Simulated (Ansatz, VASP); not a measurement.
One calculation of KI, two programs

The input INCAR:

```
SYSTEM = KI
PREC = Accurate ; ENCUT = 600
EDIFF = 1E-6 ; ISMEAR = -1
SIGMA = 0.05 ; LREAL = .FALSE.
LASPH = .TRUE. ; NELM = 60
ALGO = Normal ; ISIF = 3
LWAVE = .FALSE. ; LCHARG = .FALSE.
GGA = PS ; IBRION = 2
NSW = 80 ; EDIFFG = -0.02
```

KPOINTS

```
regular mesh
0
G
  7 7 7
  0 0 0
```

Contents of POSCAR:

```
KI
1.0
    0.0000000000      3.5327750000      3.5327750000
    3.5327750000      0.0000000000      3.5327750000
    3.5327750000      3.5327750000      0.0000000000
I K
1 1
Direct
    0.5000000000      0.5000000000      0.5000000000
    0.0000000000      0.0000000000      0.0000000000
```

The input input.yaml:

```yaml
crystal:
  lattice:
    - [0.0, 3.532775, 3.532775]
    - [3.532775, 0.0, 3.532775]
    - [3.532775, 3.532775, 0.0]
  atoms:
    - { symbol: I, position: [0.5, 0.5, 0.5] }
    - { symbol: K, position: [0.0, 0.0, 0.0] }
kpoints:
  mp_grid: { grid: [7, 7, 7] }
scf:
  occupations: { method: fermi_dirac, width: 0.05 }
hamiltonian:
  xc: pbesol
  pseudopotentials: { kind: all_electron, lapw: { basis_error: 0.001 } }
output:
  forces: true
  stress: true
relax:
  f_tol: 0.02
  max_steps: 60
  cell: {}
```

Alike in both runs: task relaxation of cell and atoms; functional PBEsol; k mesh 7 × 7 × 7; occupations fermi-dirac, width 0.05 eV; no spin polarisation.

|  | VASP | Ansatz |
| --- | --- | --- |
| version | VASP 6.6.1 | Ansatz 0.2.0 |
| potentials or method | VASP PAW PBE potentials, release 64 (I, K_sv), cutoff 600 eV | all-electron LAPW, scalar-relativistic |

|  | VASP | Ansatz | Ansatz less VASP |
| --- | --- | --- | --- |
| relaxed volume (Å³/atom) | 43.42 | 42.98 | -0.445 |
| relaxed length of the cell vector where the two differ most in proportion (Å) | 4.971 | 4.954 | -0.0170 |

VASP's potentials were made for PBE, not for PBEsol. Ansatz ran all-electron here, and VASP with PAW potentials.

Neither program's run includes spin-orbit coupling.
